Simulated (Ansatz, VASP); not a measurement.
# Ir: VASP beside Ansatz

INCAR

```
SYSTEM = Ir
PREC = Accurate
ENCUT = 520
EDIFF = 1E-6
ISMEAR = 0
SIGMA = 0.15
LREAL = .False.
LASPH = .True.
NELM = 80
ALGO = Fast
ISIF = 2
LWAVE = .False.
LCHARG = .False.
GGA = CA
NBANDS = 10
```

The input KPOINTS:

```
regular mesh
0
Gamma
  20 20 20
  0 0 0
```

POSCAR

```
Ir
1.0
   -0.1047973331      1.9054060557      1.9054060557
    1.8006087226      0.0000000000      1.8006087226
    1.9054060557      1.9054060557     -0.1047973331
Ir
1
Direct
    0.0000000000      0.0000000000      0.0000000000
```

Input for Ansatz:

```yaml
crystal:
  lattice:
    - [-0.1047973331, 1.9054060557, 1.9054060557]
    - [1.8006087226, 0.0, 1.8006087226]
    - [1.9054060557, 1.9054060557, -0.1047973331]
  atoms:
    - { symbol: Ir, position: [0.0, 0.0, 0.0] }
basis:
  ecutwfc: 420
kpoints:
  mp_grid: { grid: [20, 20, 20] }
hamiltonian:
  xc: lda
  pseudopotentials: { kind: paw, azcp: { folder: soft_1 } }
scf:
  occupations: { method: gaussian, width: 0.15 }
output:
  forces: true
  stress: true
  eigenvalues: true
```

Change from the starting cell: engineering shear strain xz -0.1100, engineering shear strain yz +0.0000.

Alike in both runs: task single point; functional LDA; k mesh 20 × 20 × 20; occupations gaussian, width 0.15 eV; no spin polarisation.

|  | VASP | Ansatz |
| --- | --- | --- |
| version | VASP 6.6.1 | Ansatz 0.2.0 |
| potentials or method | VASP PAW LDA potentials, release 64 (Ir), cutoff 520 eV | scalar-relativistic, plane waves, PAW |
| valence electrons in the cell | 9 | 17 |

```tsv
	VASP	Ansatz	Ansatz less VASP
gap on the k mesh at the Fermi level (eV)	none	none	-
pressure (GPa)	9.5	6.7	-2.82
traceless stress, the component that is largest in VASP (GPa)	32.84	32.59	-0.252
```

Ansatz warns that its potentials were made for another functional, while VASP's fit it. LDA's correlation is that of Perdew and Zunger in VASP and of Perdew and Wang (1992) in Ansatz. A gap of «none» marks a metal or a gap that the smearing closes. VASP's potentials hold 9 valence electrons a cell and Ansatz's 17, so a difference there can come from the potentials and not from the codes.

Neither program's run includes spin-orbit coupling.
